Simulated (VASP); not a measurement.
# Ge in VASP: a series of runs, part 2 of 2

VASP 6.6.1.

## (3) Single point, PBE+D3(BJ)

INCAR reads:

```
ALGO = Normal
DIPOL = 0.5 0.5 0.377
EDIFF = 1E-6
ENCUT = 520
GGA = PE
IDIPOL = 3
ISIF = 2
ISMEAR = 0
IVDW = 12
LASPH = T
LCHARG = T
LDIPOL = T
LELF = T
LREAL = F
LVACPOTAV = T
LVHAR = T
LWAVE = F
NBANDS = 36
NELM = 80
PREC = Accurate
SIGMA = 0.1
```

KPOINTS reads:

```
k-points
0
Gamma
  9 9 1
```

POSCAR reads:

```
Ge
1.0
    4.0226895311      0.0000000000      0.0000000000
   -2.0113447656      3.4837513255      0.0000000000
    0.0000000000      0.0000000000     18.8685220517
Ge
4
Direct
    0.3333333333      0.6666666667      0.2747571332
    0.6666666667      0.3333333333      0.2384924472
    0.8888888889      1.4444444444      0.5150653573
    1.2222222222      1.1111111111      0.4788006714
```

Potentials or basis: VASP PAW PBE potentials, release 64 (Ge_d).

Command:

```console
> cat potpaw_PBE.64/Ge_d/POTCAR > POTCAR
> mpirun -np 1 vasp_std > vasp.out
```

OUTCAR:

```text
EDIFF = 1E-6
   ENCUT = 520
   GGA = PE
   ISIF = 2
   ISMEAR = 0
   IVDW = 12
   LASPH = T
   LREAL = F
   NELM = 80
   PREC = Accurate
 IVDW          = 12

 ion  position               nearest neighbor table
   1  0.333  0.667  0.275-   2 2.42   2 2.42   2 2.42
   2  0.667  0.333  0.238-   1 2.42   1 2.42   1 2.42
   3  0.889  0.444  0.515-   4 2.42   4 2.42   4 2.42
   4  0.222  0.111  0.479-   3 2.42   3 2.42   3 2.42

  LATTYP: Found a hexagonal cell.
 ALAT       =     4.0226895311
 C/A-ratio  =     4.6905240650

  Lattice vectors:

 A1 = (   4.0226895311,   0.0000000000,   0.0000000000)
 A2 = (  -2.0113447656,   3.4837513255,   0.0000000000)
 A3 = (   0.0000000000,   0.0000000000,  18.8685220517)

Analysis of symmetry for initial positions (statically):
=====================================================================
 Subroutine PRICEL returns:
 Original cell was already a primitive cell.

 Routine SETGRP: Setting up the symmetry group for a
 hexagonal supercell.

 Subroutine GETGRP returns: Found  4 space group operations
 (whereof  2 operations were pure point group operations)
 out of a pool of 24 trial point group operations.

The static configuration has the point symmetry C_1h.
 The point group associated with its full space group is C_2h.

Analysis of symmetry for dynamics (positions and initial velocities):
=====================================================================
 Subroutine PRICEL returns:
 Original cell was already a primitive cell.

 Routine SETGRP: Setting up the symmetry group for a
 hexagonal supercell.

 Subroutine GETGRP returns: Found  4 space group operations
 (whereof  2 operations were pure point group operations)
 out of a pool of 24 trial point group operations.

The dynamic configuration has the point symmetry C_1h.
 The point group associated with its full space group is C_2h.

 Subroutine INISYM returns: Found  4 space group operations
 (whereof  2 operations are pure point group operations),
 and found     1 'primitive' translations

----------------------------------------------------------------------------------------

                                     Primitive cell

  volume of cell :     264.4244

  direct lattice vectors                    reciprocal lattice vectors
     4.022689531  0.000000000  0.000000000     0.248589903  0.143523447  0.000000000
    -2.011344766  3.483751326  0.000000000     0.000000000  0.287046895  0.000000000
     0.000000000  0.000000000 18.868522052     0.000000000  0.000000000  0.052998322

  length of vectors
     4.022689531  4.022689531 18.868522052     0.287046895  0.287046895  0.052998322

  position of ions in fractional coordinates (direct lattice)
     0.333333333  0.666666667  0.274757133
     0.666666667  0.333333333  0.238492447
     0.888888889  0.444444444  0.515065357
     0.222222222  0.111111111  0.478800671

  ion indices of the primitive-cell ions
   primitive index   ion index
                 1           1
                 2           2
                 3           3
                 4           4

----------------------------------------------------------------------------------------

 KPOINTS: k-points
[... 28 lines left out ...]
  0.222222 -0.000000  0.000000      2.000000
  0.000000  0.222222  0.000000      4.000000
  0.333333  0.000000  0.000000      2.000000
[... 16 lines left out ...]
 -0.222222 -0.444444  0.000000      4.000000
  0.444444  0.333333  0.000000      4.000000
   k-points           NKPTS =     25   k-points in BZ     NKDIM =     25   number of bands    NBANDS=     36
   number of dos      NEDOS =    301   number of ions     NIONS =      4
   total plane-waves  NPLWV = 126000
   dimension x,y,z NGX =    30 NGY =   30 NGZ =  140
   dimension x,y,z NGXF=    60 NGYF=   60 NGZF=  280
   ions per type =               4
   NGX,Y,Z   is equivalent  to a cutoff of  12.40, 12.40, 12.34 a.u.
   NGXF,Y,Z  is equivalent  to a cutoff of  24.80, 24.80, 24.67 a.u.
 SYSTEM =  unknown system
   PREC   = accura    normal or accurate (medium, high low for compatibility)
   ISTART =      0    job   : 0-new  1-cont  2-samecut
   ICHARG =      2    charge: 1-file 2-atom 10-const
   ISPIN  =      1    spin polarized calculation?
   LNONCOLLINEAR =      F non collinear calculations
   LSORBIT =      F    spin-orbit coupling
   LASPH  =      T    aspherical Exc in radial PAW
   ENCUT  =  520.0 eV  38.22 Ry    6.18 a.u.   7.48  7.48 35.08*2*pi/ulx,y,z
   NELM   =     80;   NELMIN=  2; NELMDL= -5     # of ELM steps
   EDIFF  = 0.1E-05   stopping-criterion for ELM
   LREAL  =      F    real-space projection
   EDIFFG = 0.1E-04   stopping-criterion for IOM
   NSW    =      0    number of steps for IOM
   IBRION =     -1    ionic relax: 0-MD 1-quasi-New 2-CG
   NFREE  =      0    steps in history (QN), initial steepest desc. (CG)
   ISIF   =      2    stress and relaxation
   ISYM   =      2    0-nonsym 1-usesym 2-fastsym
   POTIM  = 0.5000    time-step for ionic-motion
   TEBEG  =    0.0;   TEEND  =   0.0 temperature during run
   PSTRESS=    0.0 pullay stress
   NELECT =      56.0000    total number of electrons
   NUPDOWN=      -1.0000    fix difference up-down
   EMIN   =  10.00;   EMAX   =-10.00  energy-range for DOS
   EFERMI =   0.00;   METHOD = LEGACY
   ISMEAR =     0;   SIGMA  =   0.10  broadening in eV -4-tet -1-fermi 0-gaus
   EFERMI_NEDOS =   21; number of points for ismear=-14 and -15
   IALGO  =     38    algorithm
   IMIX   =      4    mixing-type and parameters
     AMIX     =   0.40;   BMIX     =  1.00
     AMIX_MAG =   1.60;   BMIX_MAG =  1.00
  volume/ion in A,a.u.               =      66.11       446.11
  Fermi-wavevector in a.u.,A,eV,Ry     =   0.975821  1.844035 12.955840  0.952227
  Thomas-Fermi vector in A             =   2.106391
   LORBIT       =      0    0 simple, 1 ext, 2 COOP (PROOUT), +10 PAW based schemes
   GGA     = PE    functional components
   LHFCALC =     F    Hartree Fock is set to
   AEXX    =    0.0000 exact exchange contribution
   IVDW    =    12    specifies the selected vdW correction
   LEPSILON=     F    determine dielectric tensor
   LRPA    =     F    only Hartree local field effects (RPA)
 non-spin polarized calculation
 Gauss-broadening in eV      SIGMA  =   0.10
  energy-cutoff  :      520.00
  volume of cell :      264.42
 maximum number of plane-waves:      7165
 NGX is ok and might be reduce to    30
   NGX = 15   NGY = 15   NGZ = 71

 dipolmoment           0.000000      0.000000      0.000031 electrons x Angstroem

 number of electron      55.9999986 magnetization

 dipolmoment           0.000000      0.000000     -0.000005 electrons x Angstroem

 Free energy of the ion-electron system (eV)
  ---------------------------------------------------
  ext. energy  EPLUGINS =         0.00000000
  ---------------------------------------------------
  free energy    TOTEN  =       -16.18529182 eV

  energy without entropy =      -16.18526465  energy(sigma->0) =      -16.18527824

 E-fermi :  -1.3628     XC(G=0):  -4.4090

 val. band max:       -1.5856942196   @ k =   0.3333   0.3333   0.0000
 cond. band min:      -1.1403655512   @ k =   0.3333   0.3333   0.0000
 fundamental gap:      0.4453286684
 Fermi energy:        -1.3628167376

 k-point     1 :       0.0000    0.0000    0.0000
  band No.  band energies     occupation
      1     -25.8540      2.00000
      2     -25.8539      2.00000
      3     -25.8539      2.00000
      4     -25.8538      2.00000
      5     -25.8037      2.00000
      6     -25.8036      2.00000
[... 925 lines left out ...]
     35       4.3327      0.00000
     36       5.2471      0.00000

 [... further k-points ...]

------------------------ aborting loop because EDIFF is reached ----------------------------------------

 Edisp (eV)   -0.80601

 E8    (eV) :    -0.3703

  FORCE on cell =-STRESS in cart. coord.  units (eV):
  Direction    XX          YY          ZZ          XY          YZ          ZX
  --------------------------------------------------------------------------------------
  -------------------------------------------------------------------------------------
  Total      -0.22281    -0.26307    -0.67643     0.03487    -0.00107    -0.00185
  in kB      -1.35001    -1.59396    -4.09854     0.21127    -0.00647    -0.01120
  external pressure =       -2.35 kB  Pullay stress =        0.00 kB

 VOLUME and BASIS-vectors are now :
 -----------------------------------------------------------------------------
  energy-cutoff  :      520.00
  volume of cell :      264.42
      direct lattice vectors                 reciprocal lattice vectors
     4.022689531  0.000000000  0.000000000     0.248589903  0.143523447  0.000000000
    -2.011344766  3.483751326  0.000000000     0.000000000  0.287046895  0.000000000
     0.000000000  0.000000000 18.868522052     0.000000000  0.000000000  0.052998322

 POSITION                                       TOTAL-FORCE (eV/Angst)
 -----------------------------------------------------------------------------------
     -0.00000      2.32250      5.18426        -0.011747     -0.006782      0.135747
      2.01134      1.16125      4.50000         0.008955      0.005170      0.018861
      2.68179      1.54833      9.71852        -0.008955     -0.005170     -0.018861
      0.67045      0.38708      9.03426         0.011747      0.006782     -0.135747
 -----------------------------------------------------------------------------------
    total drift:                                0.000005     -0.000002     -0.000111

  FREE ENERGIE OF THE ION-ELECTRON SYSTEM (eV)
  ---------------------------------------------------
  free  energy   TOTEN  =       -16.9913029060 eV

  energy  without entropy=      -16.9912757347  energy(sigma->0) =      -16.99128932

 vacuum level on the upper side and lower side of the slab         3.131         3.131
```

stdout:

```text
POSCAR found type information on POSCAR Ge
 POSCAR found :  1 types and       4 ions
 scaLAPACK will be used
 LDA part: xc-table for (Slater+PW92), standard interpolation
 POSCAR, INCAR and KPOINTS ok, starting setup
 FFT: planning ... GRIDC
 FFT: planning ... GRID_SOFT
 FFT: planning ... GRID
 WAVECAR not read
 entering main loop
 -----------------------------------------------------------------------------
|                                                                             |
|           W    W    AA    RRRRR   N    N  II  N    N   GGGG   !!!           |
|           W    W   A  A   R    R  NN   N  II  NN   N  G    G  !!!           |
|           W    W  A    A  R    R  N N  N  II  N N  N  G       !!!           |
|           W WW W  AAAAAA  RRRRR   N  N N  II  N  N N  G  GGG   !            |
|           WW  WW  A    A  R   R   N   NN  II  N   NN  G    G                |
|           W    W  A    A  R    R  N    N  II  N    N   GGGG   !!!           |
|                                                                             |
|     Did not find any points to average over, which means that no vacuum     |
|     field-free region was found. Please increase the size of  your cell     |
|     in the dimension of the dipole correction to obtain accurate            |
|     workfunction values.                                                    |
|                                                                             |
 -----------------------------------------------------------------------------
```

Wall time 5.3 min (1 thread of Intel Xeon Platinum 8488C (Sapphire Rapids), shared host); peak memory 0.44 GiB.

What came out:

* Free energy: -16.9913 eV
* Largest force: 0.136 eV/Å
* Band gap on the k mesh: 0.45 eV, direct
* Dispersion energy per atom: -0.202 eV

Forces on the atoms (eV/Å):
```
Ge  -0.012 -0.007  0.136
Ge   0.009  0.005  0.019
Ge  -0.009 -0.005 -0.019
Ge   0.012  0.007 -0.136
```

## (4) Single point, PBE+D3(BJ)

Edit INCAR of step 3 so:

```diff
@@ -10,8 +10,5 @@
 LASPH = T
-LCHARG = T
+LCHARG = F
 LDIPOL = T
-LELF = T
 LREAL = F
-LVACPOTAV = T
-LVHAR = T
 LWAVE = F
```

KPOINTS is that of step 3.

Edit POSCAR of step 3 so:

```diff
@@ -10,3 +10,3 @@
     0.6666666667      0.3333333333      0.2384924472
-    0.8888888889      1.4444444444      0.5150653573
-    1.2222222222      1.1111111111      0.4788006714
+    0.1111111111      1.2222222222      0.5150653573
+    0.4444444444      0.8888888889      0.4788006714
```

Command:

```console
> cat potpaw_PBE.64/Ge_d/POTCAR > POTCAR
> mpirun -np 1 vasp_std > vasp.out
```

It took 5.6 min on 1 thread of Intel Xeon Platinum 8488C (Sapphire Rapids), shared host; peak memory 0.44 GiB.

Results (log left out):

* Free energy: -17.0378 eV
* Largest force: 0.239 eV/Å
* Band gap on the k mesh: 0.20 eV, direct
* Dispersion energy per atom: -0.201 eV

Forces in eV/Å, atoms in the order of the input:
```
Ge   0.000  0.044  0.235
Ge   0.000  0.008  0.017
Ge   0.000 -0.008 -0.017
Ge   0.000 -0.044 -0.235
```

Levels at points of the mesh, in eV from the valence-band top:
| k point | band 26 | band 27 | band 28 | band 29 | band 30 | band 31 |
| --- | --- | --- | --- | --- | --- | --- |
| (0.00, 0.00, 0.00) | -0.35 | -0.33 | -0.32 | 0.61 | 0.77 | 2.06 |

## (5) Single point, PBE+D3(BJ)

INCAR reads:

```
  ALGO = Normal
  DIPOL = 0.5 0.5 0.377
  EDIFF = 1E-6
  ENCUT = 520
  GGA = PE
  IDIPOL = 3
  ISIF = 2
  ISMEAR = 0
  IVDW = 12
  LASPH = T
  LCHARG = F
  LDIPOL = T
  LREAL = F
  LWAVE = F
  NBANDS = 36
  NELM = 60
  PREC = Accurate
  SIGMA = 0.1
```

KPOINTS is that of step 4.

Edit POSCAR of step 4 so:

```diff
@@ -10,3 +10,3 @@
     0.6666666667      0.3333333333      0.2384924472
-    0.1111111111      1.2222222222      0.5150653573
-    0.4444444444      0.8888888889      0.4788006714
+    0.2222222222      1.1111111111      0.5150653573
+    0.5555555556      0.7777777778      0.4788006714
```

Command:

```console
> cat potpaw_PBE.64/Ge_d/POTCAR > POTCAR
> mpirun -np 1 vasp_std > vasp.out
```

Run time: 4.9 min. Hardware: 1 thread of Intel Xeon Platinum 8488C (Sapphire Rapids), shared host; peak memory 0.44 GiB.

Results (log left out):

| Item | Value |
| --- | --- |
| Free energy | -17.0381 eV |
| Largest force | 0.238 eV/Å |
| Band gap on the k mesh | 0.13 eV, direct |
| Dispersion energy per atom | -0.201 eV |

Forces on the atoms (eV/Å):
```
Ge   0.041  0.024  0.233
Ge   0.002  0.001  0.018
Ge  -0.002 -0.001 -0.018
Ge  -0.041 -0.024 -0.233
```

Levels at points of the mesh, in eV from the valence-band top:
```
           k point  band 25  band 26  band 27  band 28  band 29  band 30  band 31  band 32
(0.00, 0.00, 0.00)    -0.41    -0.38    -0.37    -0.34     0.57     0.74     2.02     3.46
```
